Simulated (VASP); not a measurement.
BN: relaxation of shape and atoms at fixed volume with PBE

The system is BN.

```
CELL_PARAMETERS angstrom
2.47510 0.00000 0.00000
-1.23755 2.14350 0.00000
0.00000 0.00000 4.09502
ATOMIC_POSITIONS crystal
B 0.33333 0.66667 0.31292
B 0.66667 0.33333 0.81292
N 0.66667 0.33333 0.18708
N 0.33333 0.66667 0.68708
```

This cell differs from its parent crystal: volume scaled by 0.91.

```json
{"Program": "VASP 6.6.1", "Task": "relaxation of shape and atoms at fixed volume", "Functional": "PBE", "Potentials or basis": "VASP PAW PBE potentials, release 64 (B, N)", "Cutoff": "600 eV", "k mesh": "12 × 12 × 6", "Occupations": "gaussian, width 0.02 eV", "Spin": "no spin polarisation", "Dipole correction": "no", "Further INCAR settings": "ALGO = Normal; EDIFF = 1e-06; IBRION = 2; EDIFFG = -0.01; NSW = 50; ISIF = 4"}
```

```
Energy gained by relaxing : 0.0 meV/atom
Ionic steps               : 3
Pressure after relaxing   : 41.9 GPa
Band gap on the k mesh    : 4.99 eV, indirect (least direct gap 8.66 eV)
```

Stress tensor (GPa, compression positive):
```
41.82  0.00  0.00
 0.00 41.82  0.00
 0.00  0.00 42.02
```

Final structure:
```
B N
1.0
     2.47497    0.00000    0.00000
    -1.23749    2.14339    0.00000
     0.00000    0.00000    4.09544
B N
2 2
Cartesian
  0.0000 1.4289 1.2821
  1.2375 0.7145 3.3298
  1.2375 0.7145 0.7657
  0.0000 1.4289 2.8134
```

Levels at points of the mesh, in eV from the valence-band top:
```tsv
k point	band 4	band 5	band 6	band 7	band 8	band 9	band 10	band 11	band 12
(0.00, 0.00, 0.00)	-2.32	-2.32	-0.35	0.00	0.00	8.70	8.70	9.07	10.59
(0.50, 0.00, 0.00)	-8.32	-7.43	-5.43	-4.89	-2.29	7.01	8.20	11.00	12.22
(0.00, 0.00, 0.50)	-6.12	-1.29	-1.29	-1.29	-1.29	10.27	10.27	10.37	10.37
(0.50, 0.00, 0.50)	-10.76	-4.11	-4.11	-3.89	-3.89	6.88	6.88	10.61	10.61
```

It took 27 s on 1 thread of Intel(R) Xeon(R) Platinum 8488C (Sapphire Rapids), with other jobs on the host, peak memory 0.15 GiB.

 A k mesh can miss the band edges.
